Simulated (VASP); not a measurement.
KBr:

```
CELL_PARAMETERS angstrom
6.07660 0.00000 0.00000
-3.03830 5.26249 0.00000
0.00000 0.00000 5.99159
ATOMIC_POSITIONS crystal
K 0.00000 0.00000 0.50000
Br 0.00000 0.00000 0.00000
```

The cell was generated, and may not be a known phase.

- Program: VASP 6.6.1
- Task: relaxation of cell and atoms
- Functional: PBE
- Potentials or basis: VASP PAW PBE potentials, release 64 (K_sv, Br)
- Cutoff: 600 eV
- k mesh: 6 × 6 × 4
- Occupations: gaussian, width 0.02 eV
- Spin: no spin polarisation

At the start: pressure 0.1 GPa; volume 95.80 Å³/atom.

Where does the relaxation end?

Over 15 steps the energy falls by 27.5 meV/atom and the volume is 171.25 Å³/atom (+78.8 %); space group P6/mmm (No. 191, to 0.1 Å) before and after.

The path:
```
step  energy change (eV)  largest force (eV/Å)  pressure (GPa)  volume (Å³)
   1              0.0000                0.0000            0.15       191.60
   2             -0.0025                0.0000            0.12       194.05
   3             -0.0089                0.0000            0.05       201.53
   4             -0.0169                0.0000           -0.06       217.00
   5             -0.0170                0.0000           -0.22       250.06
   6             -0.0193                0.0000           -0.16       236.21
   7             -0.0204                0.0000           -0.16       237.23
   8             -0.0233                0.0000           -0.15       240.31
   9             -0.0286                0.0000           -0.13       246.51
  10             -0.0375                0.0000           -0.09       259.10
  11             -0.0488                0.0000           -0.02       285.04
  12             -0.0505                0.0000            0.11       339.81
  13             -0.0530                0.0000            0.06       317.09
  14             -0.0543                0.0000            0.04       327.08
  15             -0.0551                0.0000            0.00       342.50
```

Final structure:
```yaml
crystal:
  lattice:
    - [8.08908, 0.00000, 0.00000]
    - [-4.04454, 7.00535, 0.00000]
    - [0.00000, 0.00000, 6.04414]
  atoms:
    - { symbol: K, position: [0.00000, 0.00000, 0.50000] }
    - { symbol: Br, position: [0.00000, 0.00000, 0.00000] }
```

Caveat: the volume moved by over 15 % at a fixed basis, so the end points are rough.
